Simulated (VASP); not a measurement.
# TaAs (P6_3mc) in VASP: further runs, part 2 of 2

VASP 6.6.1.

### 4 Relaxation of cell and atoms, PBE

The input, INCAR:

```
PREC     = Accurate       # precision mode
ENCUT    = 600            # plane-wave cutoff, eV
EDIFF    = 1E-6           # SCF threshold, eV
ISMEAR   = 0              # smearing method
SIGMA    = 0.1            # smearing width, eV
LREAL    = F              # projectors in reciprocal space
LASPH    = T              # aspherical terms in the spheres
NELM     = 80             # most SCF steps
ALGO     = Normal         # electronic algorithm
ISIF     = 3              # what is computed and relaxed
LWAVE    = F              # write WAVECAR
LCHARG   = F              # write CHGCAR
GGA      = PE             # functional
IBRION   = 2              # ionic algorithm
NSW      = 90             # ionic steps
EDIFFG   = -0.04          # ionic threshold
```

The input, KPOINTS:

```
Automatic mesh
0
Gamma
  6 6 4
```

The input, POSCAR:

```
TaAs
1.0
    3.7485300717      0.0000000000      0.0000000000
   -1.8742650358      3.2463222689      0.0000000000
    0.0000000000      0.0000000000      6.0031416408
Ta As
2 2
Direct
    0.3333333333      0.6666666667      0.0000000000
    0.6666666667      0.3333333333      0.5000000000
    0.3333333333      0.6666666667      0.3821000000
    0.6666666667      0.3333333333      0.8821000000
```

Started as:

```
> cat potpaw_PBE.64/Ta_pv/POTCAR potpaw_PBE.64/As/POTCAR > POTCAR
> mpirun -np 1 vasp_std > vasp.out
```

Run time: 6 min. Hardware: 1 thread of Intel Xeon 6975P-C (Granite Rapids), shared host; peak memory 0.23 GiB.

It converged, with:

```yaml
Free_energy: -32.0162 eV
Relaxed_volume: 20.60 Å³/atom
Relaxed_cell: a = 3.353 Å, b = 3.353 Å, c = 8.463 Å, α = 90.00°, β = 90.00°, γ = 120.00°
Space_group_after_relaxing_to_0.1_Å: P6_3mc (No. 186)
Energy_gained_by_relaxing: 1179.7 meV/atom
Ionic_steps: 27
Pressure_after_relaxing: 0.0 GPa
Largest_force_after_relaxing: 0.011 eV/Å
Band_gap_on_the_k_mesh: zero (bands 16 and 17 overlap by 0.16 eV)
```

Forces on the atoms (eV/Å):
```
Ta   0.000  0.000 -0.011
Ta   0.000  0.000 -0.011
As   0.000  0.000  0.011
As   0.000  0.000  0.011
```

Stress tensor (GPa, compression positive):
```
 0.10  0.00  0.00
 0.00  0.10  0.00
 0.00  0.00 -0.15
```

The path:
```tsv
step	energy change (eV)	largest force (eV/Å)	pressure (GPa)	volume (Å³)
1	0.0000	0.5254	55.49	73.05
2	1.7197	0.2126	-16.14	162.38
3	-3.3934	0.0137	-3.40	102.30
4	-3.4313	0.0160	-1.14	99.72
5	-3.4358	0.0161	0.10	98.46
6	-3.4350	0.0161	-0.45	99.02
7	-3.4421	0.3121	0.37	98.15
8	-3.4422	0.2911	0.33	98.21
9	-3.4507	0.3849	0.46	98.07
10	-3.4903	0.6377	0.80	97.64
11	-3.6189	0.9680	1.17	96.68
12	-3.9504	1.0616	0.96	94.33
13	-4.5912	0.1180	-2.60	88.17
14	-3.8501	3.2929	6.80	71.31
15	-4.5111	1.7218	-4.35	85.56
16	-4.5385	1.3589	-3.96	87.05
17	-4.5377	1.2843	-3.84	87.35
18	-4.5352	1.2118	-3.73	87.64
19	-4.5371	1.2229	-3.82	87.59
20	-4.5416	1.2571	-4.08	87.42
21	-4.5458	1.3296	-4.56	87.08
22	-4.5517	1.3068	-4.49	87.00
23	-4.5686	1.2382	-4.32	86.75
24	-4.5999	1.1011	-3.96	86.27
25	-4.6520	0.8269	-3.14	85.29
26	-4.7122	0.2782	-1.15	83.34
27	-4.7189	0.0115	0.02	82.39
```

Final structure:
```cif
data_structure
_symmetry_space_group_name_H-M 'P 1'
_symmetry_Int_Tables_number 1
_cell_length_a 3.3529
_cell_length_b 3.3529
_cell_length_c 8.4630
_cell_angle_alpha 90.000
_cell_angle_beta 90.000
_cell_angle_gamma 120.000
_cell_volume 82.39
loop_
_atom_site_label
_atom_site_type_symbol
_atom_site_fract_x
_atom_site_fract_y
_atom_site_fract_z
_atom_site_occupancy
Ta1 Ta 0.33333 0.66667 0.04101 1
Ta2 Ta 0.66667 0.33333 0.54101 1
As1 As 0.33333 0.66667 0.34109 1
As2 As 0.66667 0.33333 0.84109 1
```

Levels at points of the mesh, in eV from the Fermi level:
| k point | band 13 | band 14 | band 15 | band 16 | band 17 | band 18 | band 19 | band 20 |
| --- | --- | --- | --- | --- | --- | --- | --- | --- |
| (0.00, 0.00, 0.00) | -0.85 | -0.85 | -0.52 | -0.52 | 1.02 | 1.02 | 1.74 | 1.74 |
| (0.50, 0.00, 0.00) | -1.61 | -1.60 | -0.68 | -0.34 | 0.22 | 1.16 | 2.47 | 3.60 |
| (0.00, 0.00, 0.50) | -0.69 | -0.69 | -0.69 | -0.69 | 1.32 | 1.32 | 1.32 | 1.32 |
| (0.50, 0.00, 0.50) | -1.27 | -1.27 | -1.11 | -1.11 | 0.87 | 0.87 | 3.53 | 3.53 |

Caveat: a cell axis changed by over 15 % at a fixed basis, so the end point is rough; spin-orbit coupling is left out, which moves the levels of the heavy elements.

### 5 Single point, PBE

This run uses another cell than the first one, of 20.42 Å³/atom.

The input, INCAR:

```
SYSTEM = TaAs
PREC     = Accurate       ! precision mode
ENCUT    = 520            ! plane-wave cutoff, eV
EDIFF    = 1E-7           ! SCF threshold, eV
ISMEAR   = 0              ! smearing method
SIGMA    = 0.1            ! smearing width, eV
LREAL    = .False.        ! projectors in reciprocal space
LASPH    = .True.         ! aspherical terms in the spheres
NELM     = 60             ! most SCF steps
ALGO     = Normal         ! electronic algorithm
ISIF     = 2              ! what is computed and relaxed
LWAVE    = .False.        ! write WAVECAR
LCHARG   = .True.         ! write CHGCAR
GGA      = PE             ! functional
LELF     = .True.         ! ELF
LVHAR    = .True.       
NBANDS   = 24             ! bands
```

The input, KPOINTS:

```
regular mesh
0
Gamma
  18 18 6
  0 0 0
```

The input, POSCAR:

```
TaAs
1.0
    3.3299698249      0.0000000000      0.0000000000
   -1.6649849125      2.8838384622      0.0000000000
    0.0000000000      0.0000000000      8.5059649191
Ta As
2 2
Direct
    0.3333333333      0.6666666667      0.0417609140
    0.6666666667      0.3333333333      0.5417609140
    0.3333333333      0.6666666667      0.3403390860
    0.6666666667      0.3333333333      0.8403390860
```

Started as:

```
> cat potpaw_PBE.64/Ta_pv/POTCAR potpaw_PBE.64/As/POTCAR > POTCAR
> mpirun -np 1 vasp_std > vasp.out
```

Wall time 2.3 min (1 thread of Intel Xeon 6975P-C (Granite Rapids), shared host); peak memory 0.4 GiB.

The run converged. Its results:

```yaml
Free_energy: -32.0282 eV
Pressure: 0.3 GPa
Largest_force: 0.013 eV/Å
Band_gap_on_the_k_mesh: zero (bands 16 and 17 overlap by 0.38 eV)
```

Forces on the atoms (eV/Å):
```
Ta   0.000  0.000  0.013
Ta   0.000  0.000  0.013
As   0.000  0.000 -0.013
As   0.000  0.000 -0.013
```

Stress tensor (GPa, compression positive):
```
0.17 0.00 0.00
0.00 0.17 0.00
0.00 0.00 0.47
```

Levels at points of the mesh, in eV from the Fermi level:
| k point | band 12 | band 13 | band 14 | band 15 | band 16 | band 17 | band 18 | band 19 | band 20 | band 21 |
| --- | --- | --- | --- | --- | --- | --- | --- | --- | --- | --- |
| (0.00, 0.00, 0.00) | -0.97 | -0.74 | -0.74 | -0.43 | -0.43 | 1.09 | 1.09 | 1.82 | 1.82 | 4.05 |
| (0.50, 0.00, 0.00) | -3.09 | -1.64 | -1.52 | -0.71 | -0.25 | 0.20 | 1.12 | 2.52 | 3.72 | 3.79 |
| (0.00, 0.00, 0.50) | -0.90 | -0.59 | -0.59 | -0.59 | -0.59 | 1.39 | 1.39 | 1.39 | 1.39 | 5.04 |
| (0.50, 0.00, 0.50) | -3.37 | -1.32 | -1.32 | -1.03 | -1.03 | 0.87 | 0.87 | 3.65 | 3.65 | 4.27 |

Caveat: spin-orbit coupling is left out, which moves the levels of the heavy elements.

### 6 Relaxation of cell and atoms, PBE

This run uses another cell than the first one, of 20.60 Å³/atom.

The input, INCAR:

```
SYSTEM = TaAs
PREC = Accurate
ENCUT = 600
EDIFF = 1E-6
ISMEAR = 0
SIGMA = 0.1
LREAL = .FALSE.
LASPH = .TRUE.
NELM = 80
ALGO = Normal
ISIF = 3
LWAVE = .FALSE.
LCHARG = .FALSE.
GGA = PE
IBRION = 2
NSW = 100
EDIFFG = -0.01
```

The input, KPOINTS:

```
regular mesh
0
G
  18 18 6
  0 0 0
```

The input, POSCAR:

```
TaAs
1.0
    3.3569241406      0.0000000000      0.0000000000
   -1.6784620703      2.9071815843      0.0000000000
    0.0000000000      0.0000000000      8.4420953407
Ta As
2 2
Direct
    0.3333333333      0.6666666667      0.0408332297
    0.6666666667      0.3333333333      0.5408332297
    0.3333333333      0.6666666667      0.3412667703
    0.6666666667      0.3333333333      0.8412667703
```

Potentials or basis: VASP PAW PBE potentials, release 64 (Ta_pv, As).

Started as:

```
> cat potpaw_PBE.64/Ta_pv/POTCAR potpaw_PBE.64/As/POTCAR > POTCAR
> mpirun -np 1 vasp_std > vasp.out
```

Run time: 9.7 min. Hardware: 1 thread of Intel Xeon 6975P-C (Granite Rapids), shared host; peak memory 0.45 GiB.

Results (log left out):

| Quantity | Value |
| --- | --- |
| Free energy | -32.0290 eV |
| Relaxed volume | 20.48 Å³/atom |
| Relaxed cell | a = 3.334 Å, b = 3.334 Å, c = 8.511 Å, α = 90.00°, β = 90.00°, γ = 120.00° |
| Space group after relaxing (to 0.1 Å) | P6_3mc (No. 186) |
| Energy gained by relaxing | 0.9 meV/atom |
| Ionic steps | 7 |
| Pressure after relaxing | 0.0 GPa |
| Largest force after relaxing | 0.009 eV/Å |
| Band gap on the k mesh | zero (bands 16 and 17 overlap by 0.37 eV) |

Forces in eV/Å, atoms in the order of the input:
```
Ta   0.000  0.000  0.009
Ta   0.000  0.000  0.009
As   0.000  0.000 -0.009
As   0.000  0.000 -0.009
```

Stress tensor (GPa, compression positive):
```
-0.08  0.00  0.00
 0.00 -0.08  0.00
 0.00  0.00  0.04
```

The path:
| step | energy change (eV) | largest force (eV/Å) | pressure (GPa) | volume (Å³) |
| --- | --- | --- | --- | --- |
| 1 | 0.0000 | 0.0799 | 0.26 | 82.39 |
| 2 | -0.0009 | 0.0250 | -0.85 | 82.79 |
| 3 | -0.0013 | 0.0118 | -0.45 | 82.65 |
| 4 | -0.0030 | 0.0094 | -0.23 | 82.24 |
| 5 | -0.0038 | 0.0103 | 0.09 | 81.70 |
| 6 | -0.0038 | 0.0101 | 0.09 | 81.72 |
| 7 | -0.0037 | 0.0089 | -0.04 | 81.91 |

Final structure:
```xyz
4
Lattice="3.3338 0.0000 0.0000 -1.6669 2.8871 0.0000 0.0000 0.0000 8.5106" Properties=species:S:1:pos:R:3 pbc="T T T"
Ta    0.0000    1.9247    0.3548
Ta    1.6669    0.9624    4.6101
As    0.0000    1.9247    2.8971
As    1.6669    0.9624    7.1524
```

Levels at points of the mesh, in eV from the Fermi level:
| k point | band 12 | band 13 | band 14 | band 15 | band 16 | band 17 | band 18 | band 19 | band 20 |
| --- | --- | --- | --- | --- | --- | --- | --- | --- | --- |
| (0.00, 0.00, 0.00) | -0.97 | -0.75 | -0.75 | -0.44 | -0.44 | 1.08 | 1.08 | 1.81 | 1.81 |
| (0.50, 0.00, 0.00) | -3.08 | -1.64 | -1.52 | -0.70 | -0.26 | 0.20 | 1.12 | 2.51 | 3.71 |
| (0.00, 0.00, 0.50) | -0.89 | -0.60 | -0.60 | -0.60 | -0.60 | 1.38 | 1.38 | 1.38 | 1.38 |
| (0.50, 0.00, 0.50) | -3.36 | -1.31 | -1.31 | -1.03 | -1.03 | 0.87 | 0.87 | 3.63 | 3.63 |

Caveat: spin-orbit coupling is left out, which moves the levels of the heavy elements.

### 7 Overview

```tsv
task	cell	k mesh	cutoff (eV)	gap on the mesh (eV)	pressure (GPa)	relaxed volume (Å³/atom)	largest force (eV/Å)
single point	a = 3.749, b = 3.749, c = 6.003 Å, angles 90.0, 90.0, 120.0°, 4 atoms, atomic positions A	6 × 6 × 4	520	none	55.5	-	0.53
single point	a = 3.357, b = 3.357, c = 8.442 Å, angles 90.0, 90.0, 120.0°, 4 atoms, atomic positions B	6 × 6 × 4	520	none	0.3	-	0.02
relaxation of cell and atoms	relaxed from a = 3.749, b = 3.749, c = 6.003 Å, angles 90.0, 90.0, 120.0°, 4 atoms, atomic positions A	6 × 6 × 4	600	none	0.0	20.60	0.01
single point	a = 3.330, b = 3.330, c = 8.506 Å, angles 90.0, 90.0, 120.0°, 4 atoms, atomic positions C	18 × 18 × 6	520	none	0.3	-	0.01
relaxation of cell and atoms	relaxed from a = 3.357, b = 3.357, c = 8.442 Å, angles 90.0, 90.0, 120.0°, 4 atoms, atomic positions B	18 × 18 × 6	600	none	0.0	20.48	0.01
```

Alike in all rows: level PBE; potentials or basis VASP PAW PBE potentials, release 64 (Ta_pv, As); no spin polarisation; smearing gaussian 0.1 eV.

Caveats: some runs use coarse meshes; spin-orbit coupling is left out, which moves the levels of the heavy elements; the stress differs along the axes, from 51 to 57 GPa (at least some runs); a cell axis changed by over 15 % at a fixed basis, so the end point is rough (at least some runs).

Absolute energies hang on the potentials; compare differences alone.
